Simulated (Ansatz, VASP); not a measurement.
**Ga3Bi2As: VASP beside Ansatz**

INCAR

```
SYSTEM = Ga3Bi2As
PREC = Accurate
ENCUT = 520
EDIFF = 1E-7
ISMEAR = -1
SIGMA = 0.02
LREAL = .False.
LASPH = .True.
NELM = 80
ALGO = Normal
ISIF = 2
LWAVE = .False.
LCHARG = .False.
GGA = PE
NBANDS = 46
```

The input KPOINTS:

```
regular mesh
0
Gamma
  6 6 6
  0 0 0
```

File POSCAR:

```
Ga3Bi2As
1.0
   -2.1496447573      6.4578982996      3.0448175577
    2.1496447573     -6.4578982996      3.0448175577
    2.1496447573      6.4578982996     -3.0448175577
As Ga Bi
1 3 2
Direct
    0.0025714165      0.0025714165      0.0000000000
    0.2208861375      0.7208861375      0.5000000000
    0.6124955649      0.7655448295      0.8469507354
    0.9185940940      0.7655448295      0.1530492646
    0.3317598829     -0.0022736065      0.3340334894
    0.6636929041     -0.0022736065      0.6659665106
```

Input for Ansatz:

```yaml
crystal:
  lattice:
    - [-2.1496447573, 6.4578982996, 3.0448175577]
    - [2.1496447573, -6.4578982996, 3.0448175577]
    - [2.1496447573, 6.4578982996, -3.0448175577]
  atoms:
    - { symbol: As, position: [0.0025714165, 0.0025714165, 0.0] }
    - { symbol: Ga, position: [0.2208861375, 0.7208861375, 0.5] }
    - { symbol: Bi, position: [0.3317598829, -0.0022736065, 0.3340334894] }
    - { symbol: Ga, position: [0.6124955649, 0.7655448295, 0.8469507354] }
    - { symbol: Bi, position: [0.6636929041, -0.0022736065, 0.6659665106] }
    - { symbol: Ga, position: [0.918594094, 0.7655448295, 0.1530492646] }
kpoints:
  mp_grid: { grid: [6, 6, 6] }
hamiltonian:
  xc: pbe
scf:
  occupations: { method: fermi_dirac, width: 0.02 }
  n_extra_bands: 5
output:
  forces: true
  stress: true
  eigenvalues: true
```

Alike in both runs: task single point; functional PBE; k mesh 6 × 6 × 6; occupations fermi-dirac, width 0.02 eV; no spin polarisation.

|  | VASP | Ansatz |
| --- | --- | --- |
| version | VASP 6.6.1 | Ansatz 0.2.0 |
| potentials or method | VASP PAW PBE potentials, release 64 (As, Ga_d, Bi_d) | plane waves, PAW |
| plane-wave cutoff (eV) | 520 | 420 |
| valence electrons in the cell | 74 | 84 |

|  | VASP | Ansatz | Ansatz less VASP |
| --- | --- | --- | --- |
| pressure (GPa) | 3.0 | 3.0 | -0.06 |
| rms of the force components (eV/Å) | 0.028 | 0.027 | -0.0016 |

VASP's potentials hold 74 valence electrons a cell and Ansatz's 84, so a difference there can come from the potentials and not from the codes.

Neither program's run includes spin-orbit coupling.
